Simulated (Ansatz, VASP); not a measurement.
**Al: VASP beside Ansatz**

Contents of INCAR:

```
PREC = Accurate ; ENCUT = 400
EDIFF = 1E-6 ; ISMEAR = 1
SIGMA = 0.1 ; LREAL = F
LASPH = T ; NELM = 120
ALGO = Normal ; ISIF = 2
LWAVE = F ; LCHARG = F
GGA = PE ; NBANDS = 28
GGA_COMPAT = F
```

KPOINTS

```
regular mesh
0
Gamma
  2 3 3
```

File POSCAR:

```
Al
1.0
    0.0000000000      6.0744300000      6.0744300000
    4.0496200000      0.0000000000      4.0496200000
    4.0496200000      4.0496200000      0.0000000000
Al
11
Direct
    0.0000000000      0.0000000000      0.5000000000
    0.0000000000      0.5000000000      0.0000000000
    0.0000000000      0.5000000000      0.5000000000
    0.3333333333      0.0000000000      0.0000000000
    0.3333333333      0.0000000000      0.5000000000
    0.3333333333      0.5000000000      0.0000000000
    0.3333333333      0.5000000000      0.5000000000
    0.6666666667      0.0000000000      0.0000000000
    0.6666666667      0.0000000000      0.5000000000
    0.6666666667      0.5000000000      0.0000000000
    0.6666666667      0.5000000000      0.5000000000
```

Input for Ansatz:

```yaml
crystal:
  lattice:
    - [0.0, 2.02481, 2.02481]
    - [2.02481, 0.0, 2.02481]
    - [2.02481, 2.02481, 0.0]
  atoms:
    - { symbol: Al, position: [0.0, 0.0, 0.0] }
  supercell: [3, 2, 2]
  defects:
    - { vacancy: 0 }
basis:
  ecutwfc: 470.0
kpoints:
  mp_grid:
    grid: [2, 3, 3]
hamiltonian:
  xc: pbe
  pseudopotentials:
    kind: paw
scf:
  max_iter: 85
  occupations:
    method: cold
output:
  forces: true
  eigenvalues: true
```

Alike in both runs: task single point; functional PBE; k mesh 2 × 3 × 3; no spin polarisation.

|  | VASP | Ansatz |
| --- | --- | --- |
| version | VASP 6.6.1 | Ansatz 0.2.0 |
| potentials or method | VASP PAW PBE potentials, release 64 (Al), cutoff 400 eV | plane waves, PAW |
| occupations | methfessel-paxton of order 1, width 0.1 eV | cold |
| valence electrons in the cell | 33 | 33 |

|  | VASP | Ansatz | Ansatz less VASP |
| --- | --- | --- | --- |
| gap on the k mesh at the Fermi level (eV) | none | none | - |
| rms of the force components (eV/Å) | 0.126 | 0.126 | -0.0002 |

Atom by atom the forces differ by 0.003 eV/Å (rms over components). A gap of «none» marks a metal or a gap that the smearing closes.

The k mesh is coarse, so the values compare programs but aren't converged.
